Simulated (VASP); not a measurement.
**Cu: single point with r2SCAN**

The system is Cu.

```
Cu
1.0
     2.53410    0.00000    0.00000
    -1.26705    2.19459    0.00000
     0.00000    0.00000    4.11257
Cu
2
Direct
  0.66667 0.33333 0.75000
  0.33333 0.66667 0.25000
```

* Program: VASP 6.6.1
* Task: single point
* Functional: r2SCAN
* Potentials or basis: VASP PAW PBE potentials, release 64 (Cu)
* Cutoff: 520 eV
* k mesh: 10 × 10 × 6
* Occupations: fermi-dirac, width 0.05 eV
* Spin: no spin polarisation
* Dipole correction: no
* Further INCAR settings: ALGO = Normal; EDIFF = 1e-06; NBANDS = 18

The pressure is 1.2 GPa and the band gap on the k mesh is zero (band 11 reaches 11.04 eV, above the bottom of band 12 at 5.69 eV).

Stress tensor (GPa, compression positive):
```
1.32 0.00 0.00
0.00 1.32 0.00
0.00 0.00 0.99
```

Levels at points of the mesh, in eV from the Fermi level:
```tsv
k point	band 7	band 8	band 9	band 10	band 11	band 12	band 13	band 14	band 15	band 16
(0.00, 0.00, 0.00)	-2.87	-2.59	-2.59	-1.78	-1.78	-0.99	4.32	22.42	23.22	23.22
(0.50, 0.00, 0.00)	-2.82	-1.68	-1.63	-1.58	0.05	1.78	8.38	8.92	11.34	11.98
(0.00, 0.00, 0.50)	-3.14	-3.14	-2.02	-2.02	-2.02	-2.02	13.52	13.52	23.18	23.18
(0.50, 0.00, 0.50)	-1.96	-1.96	-1.62	-1.62	0.57	0.57	5.34	5.34	17.25	17.25
```

Run time: 51 s on 1 thread of Intel(R) Xeon(R) Platinum 8488C (Sapphire Rapids), on a shared host, peak memory 0.15 GiB.

Caveat: the PAW data sets were made with another functional, which shifts forces and pressure a little.
